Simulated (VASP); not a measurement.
# MoS2 (P-6m2) in VASP: single point with PBE

Aim: the single point of MoS2 with PBE.

All numbers are computed with VASP 6.6.1; they aren't measurements. Logs are shortened: lines on timing, memory, paths and dates and some standing lists are left out, and cuts for length are marked.

## 1. The cell of the first run

It takes space group P-6m2 (No. 187, hexagonal). The conventional cell has a = 3.171 Å, b = 3.171 Å, c = 6.810 Å, α = 90.00°, β = 90.00°, γ = 120.00°. Mo (site symmetry -6m2) has 6 S at 2.40 Å and 6 Mo at 3.17 Å within 3.2 Å. Within 3.2 Å of S (site symmetry 3m) lie 3 Mo at 2.40 Å and 7 S at 3.11 to 3.17 Å.

## 2. Single point, PBE

File INCAR:

```
PREC = Accurate
ENCUT = 520
EDIFF = 1E-6
ISMEAR = 0
SIGMA = 0.01
LREAL = False
LASPH = True
NELM = 60
ALGO = Normal
ISIF = 2
LWAVE = False
LCHARG = False
GGA = PE
NBANDS = 20
```

File KPOINTS:

```
Automatic mesh
0
Gamma
  12 12 4
```

File POSCAR:

```
MoS2
1.0
    3.1709601090      0.0000000000      0.0000000000
   -1.5854800545      2.7461320088      0.0000000000
    0.0000000000      0.0000000000      6.8100356761
Mo S
1 2
Direct
    0.0000000000      0.0000000000      0.0000000000
    0.3333333333      0.6666666667      0.2285274094
    0.3333333333      0.6666666667      0.7714725906
```

Potentials or basis: VASP PAW PBE potentials, release 64 (Mo_sv, S).

Command:

```
cat potpaw_PBE.64/Mo_sv/POTCAR potpaw_PBE.64/S/POTCAR > POTCAR
mpirun -np 1 vasp_std > vasp.out
```

OUTCAR:

```text
PREC = Accurate
   ENCUT = 520
   EDIFF = 1E-6
   ISMEAR = 0
   LREAL = False
   LASPH = True
   NELM = 60
   ISIF = 2
   GGA = PE

 ion  position               nearest neighbor table
   1  0.000  0.000  0.000-   2 2.40   3 2.40   2 2.40   3 2.40   2 2.40   3 2.40
   2  0.333  0.667  0.229-   1 2.40   1 2.40   1 2.40
   3  0.333  0.667  0.771-   1 2.40   1 2.40   1 2.40

  LATTYP: Found a hexagonal cell.
 ALAT       =     3.1709601090
 C/A-ratio  =     2.1476257796

  Lattice vectors:

 A1 = (   3.1709601090,   0.0000000000,   0.0000000000)
 A2 = (  -1.5854800545,   2.7461320088,   0.0000000000)
 A3 = (   0.0000000000,   0.0000000000,   6.8100356761)

Analysis of symmetry for initial positions (statically):
=====================================================================
 Subroutine PRICEL returns:
 Original cell was already a primitive cell.

 Routine SETGRP: Setting up the symmetry group for a
 hexagonal supercell.

 Subroutine GETGRP returns: Found 12 space group operations
 (whereof 12 operations were pure point group operations)
 out of a pool of 24 trial point group operations.

The static configuration has the point symmetry D_3h.

Analysis of symmetry for dynamics (positions and initial velocities):
=====================================================================
 Subroutine PRICEL returns:
 Original cell was already a primitive cell.

 Routine SETGRP: Setting up the symmetry group for a
 hexagonal supercell.

 Subroutine GETGRP returns: Found 12 space group operations
 (whereof 12 operations were pure point group operations)
 out of a pool of 24 trial point group operations.

The dynamic configuration has the point symmetry D_3h.

 Subroutine INISYM returns: Found 12 space group operations
 (whereof 12 operations are pure point group operations),
 and found     1 'primitive' translations

----------------------------------------------------------------------------------------

                                     Primitive cell

  volume of cell :      59.3009

  direct lattice vectors                    reciprocal lattice vectors
     3.170960109  0.000000000  0.000000000     0.315361898  0.182074277  0.000000000
    -1.585480055  2.746132009  0.000000000     0.000000000  0.364148554  0.000000000
[... 84 lines left out ...]
   LASPH  =      T    aspherical Exc in radial PAW
   ENCUT  =  520.0 eV  38.22 Ry    6.18 a.u.   5.90  5.90 12.66*2*pi/ulx,y,z
   NELM   =     60;   NELMIN=  2; NELMDL= -5     # of ELM steps
   EDIFF  = 0.1E-05   stopping-criterion for ELM
   LREAL  =      F    real-space projection
   EDIFFG = 0.1E-04   stopping-criterion for IOM
   NSW    =      0    number of steps for IOM
   IBRION =     -1    ionic relax: 0-MD 1-quasi-New 2-CG
   NFREE  =      0    steps in history (QN), initial steepest desc. (CG)
   ISIF   =      2    stress and relaxation
   ISYM   =      2    0-nonsym 1-usesym 2-fastsym
   POTIM  = 0.5000    time-step for ionic-motion
   TEBEG  =    0.0;   TEEND  =   0.0 temperature during run
   PSTRESS=    0.0 pullay stress
   NELECT =      26.0000    total number of electrons
   NUPDOWN=      -1.0000    fix difference up-down
   EMIN   =  10.00;   EMAX   =-10.00  energy-range for DOS
   EFERMI =   0.00;   METHOD = LEGACY
   ISMEAR =     0;   SIGMA  =   0.01  broadening in eV -4-tet -1-fermi 0-gaus
   EFERMI_NEDOS =   21; number of points for ismear=-14 and -15
   IALGO  =     38    algorithm
   IMIX   =      4    mixing-type and parameters
     AMIX     =   0.40;   BMIX     =  1.00
     AMIX_MAG =   1.60;   BMIX_MAG =  1.00
  volume/ion in A,a.u.               =      19.77       133.39
  Fermi-wavevector in a.u.,A,eV,Ry     =   1.243690  2.350233 21.045008  1.546764
  Thomas-Fermi vector in A             =   2.377990
   LORBIT       =      0    0 simple, 1 ext, 2 COOP (PROOUT), +10 PAW based schemes
   GGA     = PE    functional components
   LHFCALC =     F    Hartree Fock is set to
   AEXX    =    0.0000 exact exchange contribution
   IVDW    =     0    specifies the selected vdW correction
   LEPSILON=     F    determine dielectric tensor
   LRPA    =     F    only Hartree local field effects (RPA)
 non-spin polarized calculation
 Gauss-broadening in eV      SIGMA  =   0.01
  energy-cutoff  :      520.00
  volume of cell :       59.30
 maximum number of plane-waves:      1614
 NGX is ok and might be reduce to    24
   NGX = 11   NGY = 11   NGZ = 25

 number of electron      26.0000000 magnetization

 Free energy of the ion-electron system (eV)
  ---------------------------------------------------
  ext. energy  EPLUGINS =         0.00000000
  ---------------------------------------------------
  free energy    TOTEN  =       -21.82884890 eV

  energy without entropy =      -21.82884890  energy(sigma->0) =      -21.82884890

 E-fermi :   6.2103     XC(G=0): -10.0527

 val. band max:        6.0188006075   @ k =   0.0000   0.0000   0.5000
 cond. band min:       7.2996923753   @ k =   0.3333   0.3333   0.0000
 fundamental gap:      1.2808917678
 Fermi energy:         6.2102878740

 k-point     1 :       0.0000    0.0000    0.0000
  band No.  band energies     occupation
      1     -55.2378      2.00000
      2     -29.3896      2.00000
      3     -29.1713      2.00000
      4     -29.1713      2.00000
      5      -8.5678      2.00000
      6      -7.1371      2.00000
[... 541 lines left out ...]
     19      13.6517      0.00000
     20      14.3180      0.00000

 [... further k-points ...]

------------------------ aborting loop because EDIFF is reached ----------------------------------------

  FORCE on cell =-STRESS in cart. coord.  units (eV):
  Direction    XX          YY          ZZ          XY          YZ          ZX
  --------------------------------------------------------------------------------------
  -------------------------------------------------------------------------------------
  Total        0.6147382      0.6147382      0.9760266     -0.0000000      0.0000000      0.0000000
  in kB       16.6088360     16.6088360     26.3700322     -0.0000000      0.0000000      0.0000000
  external PRESSURE =      19.8625680 kB  Pullay stress =       0.0000000 kB

 VOLUME and BASIS-vectors are now :
 -----------------------------------------------------------------------------
  energy-cutoff  :      520.00
  volume of cell :       59.30
      direct lattice vectors                 reciprocal lattice vectors
     3.170960109  0.000000000  0.000000000     0.315361898  0.182074277  0.000000000
    -1.585480055  2.746132009  0.000000000     0.000000000  0.364148554  0.000000000
     0.000000000  0.000000000  6.810035676     0.000000000  0.000000000  0.146842109

 POSITION                                       TOTAL-FORCE (eV/Angst)
 -----------------------------------------------------------------------------------
      0.00000      0.00000      0.00000         0.000000      0.000000      0.000000
     -0.00000      1.83075      1.55628        -0.000000      0.000000      0.124228
     -0.00000      1.83075      5.25376         0.000000      0.000000     -0.124228
 -----------------------------------------------------------------------------------
    total drift:                                0.000000     -0.000000     -0.000000

  FREE ENERGIE OF THE ION-ELECTRON SYSTEM (eV)
  ---------------------------------------------------
  free  energy   TOTEN  =       -21.8288488956 eV

  energy  without entropy=      -21.8288488956  energy(sigma->0) =      -21.82884890
```

stdout:

```text
POSCAR found type information on POSCAR MoS
 POSCAR found :  2 types and       3 ions
 scaLAPACK will be used
 LDA part: xc-table for (Slater+PW92), standard interpolation
 POSCAR, INCAR and KPOINTS ok, starting setup
 FFT: planning ... GRIDC
 FFT: planning ... GRID_SOFT
 FFT: planning ... GRID
 WAVECAR not read
 entering main loop
```

Wall time 77 s (1 thread of Intel Xeon 8259CL, shared host); peak memory 0.21 GiB.

Results:

* Free energy: -21.8288 eV
* Pressure: 2.0 GPa
* Largest force: 0.124 eV/Å
* Band gap on the k mesh: 1.28 eV (least direct gap 1.69 eV)

Forces in eV/Å, atoms in the order of the input:
```
Mo   0.000  0.000  0.000
S    0.000  0.000  0.124
S    0.000  0.000 -0.124
```

Stress tensor (GPa, compression positive):
```
1.66 0.00 0.00
0.00 1.66 0.00
0.00 0.00 2.64
```

Caveat: this functional lacks dispersion, which binds the layers, so the pressure and a relaxed spacing across them are unreliable.
